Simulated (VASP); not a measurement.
Crystal: KCl.

```
K Cl
1.0
     3.91449    0.00000    0.00000
     0.00000    3.91449    0.00000
     0.00000    0.00000    3.91449
K Cl
1 1
Direct
  0.00000 0.00000 0.00000
  0.50000 0.50000 0.50000
```

This cell differs from its parent crystal: volume scaled by 1.06.

Program: VASP 6.6.1. Alike in all runs: task single point; no spin polarisation; cell as given; cutoff (eV) 520; smearing fermi-dirac 0.05 eV.

Problem. Order these runs on this cell by their band gap on the k mesh, lowest first.
A. level r2SCAN; potentials or basis VASP PAW PBE potentials, release 64 (K_sv, Cl); k mesh 7 × 7 × 7
B. level PBEsol; potentials or basis VASP PAW PBE potentials, release 64 (K_sv, Cl); k mesh 7 × 7 × 7
C. level LDA; potentials or basis VASP PAW LDA potentials, release 64 (K_sv, Cl); k mesh 7 × 7 × 7
D. level PBE; potentials or basis VASP PAW PBE potentials, release 64 (K_sv, Cl); k mesh 7 × 7 × 7
E. level PBE0; potentials or basis VASP PAW PBE potentials, release 64 (K_sv, Cl); k mesh 4 × 4 × 4; grid for exact exchange (PRECFOCK) Normal

Solution. C (4.17 eV), B (4.42 eV), D (4.58 eV), A (5.33 eV), E (6.61 eV).

A k mesh can miss the band edges, odd and even meshes differently.
